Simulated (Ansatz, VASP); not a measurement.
# H in VASP and in Ansatz

The input POSCAR:

```
H
1.0
   10.0000000000      0.0000000000      0.0000000000
    0.0000000000     10.5000000000      0.0000000000
    0.0000000000      0.0000000000     11.0000000000
H
2
Direct
    0.5000000000      0.5000000000      0.4655152238
    0.5000000000      0.5000000000      0.5344847762
```

Contents of INCAR.step1:

```
ALGO = Normal
EDIFF = 1E-5
ENCUT = 400
GGA = PE
GGA_COMPAT = False
ISIF = 2
ISMEAR = 0
LASPH = True
LCHARG = False
LREAL = False
LWAVE = True
NBANDS = 8
NELM = 120
NELMDL = -8
PREC = Accurate
SIGMA = 0.01
```

Contents of INCAR.step2:

```
ALGO = Normal
EDIFF = 1E-6
ENCUT = 400
GGA = PE
GGA_COMPAT = False
HFSCREEN = 0.2079
ISIF = 2
ISMEAR = 0
ISTART = 1
LASPH = True
LCHARG = False
LHFCALC = True
LREAL = False
LWAVE = False
NBANDS = 8
NELM = 120
PREC = Accurate
PRECFOCK = Normal
SIGMA = 0.01
```

The input KPOINTS:

```
k-points
0
Gamma
  1 1 1
```

Input for Ansatz:

```yaml
crystal:
  lattice:
    - [10.0, 0.0, 0.0]
    - [0.0, 10.5, 0.0]
    - [0.0, 0.0, 11.0]
  atoms:
    - { symbol: H, position: [0.5, 0.5, 0.4655152238] }
    - { symbol: H, position: [0.5, 0.5, 0.5344847762] }
basis:
  ecutwfc: 420
kpoints:
  mp_grid: { grid: [1, 1, 1] }
hamiltonian:
  xc: hse06
  pseudopotentials: { kind: paw, azcp: { folder: soft_1 } }
scf:
  occupations: { method: fixed }
output:
  forces: true
  stress: true
  eigenvalues: true
```

Alike in both runs: task single point; functional HSE06; k mesh 1 × 1 × 1; no spin polarisation.

|  | VASP | Ansatz |
| --- | --- | --- |
| version | VASP 6.6.1 | Ansatz 0.2.0 |
| potentials or method | VASP PAW PBE potentials, release 64 (H), cutoff 400 eV | scalar-relativistic, plane waves, PAW |
| occupations | gaussian, width 0.01 eV | fixed |
| valence electrons in the cell | 2 | 2 |

```tsv
	VASP	Ansatz	Ansatz less VASP
gap on the k mesh at the Fermi level (eV)	11.24	11.34	+0.096
rms of the force components (eV/Å)	0.265	0.270	+0.0054
```

Atom by atom the forces differ by 0.005 eV/Å (rms over components). Ansatz's warnings: stress exchange threshold loose, stress scf threshold loose.
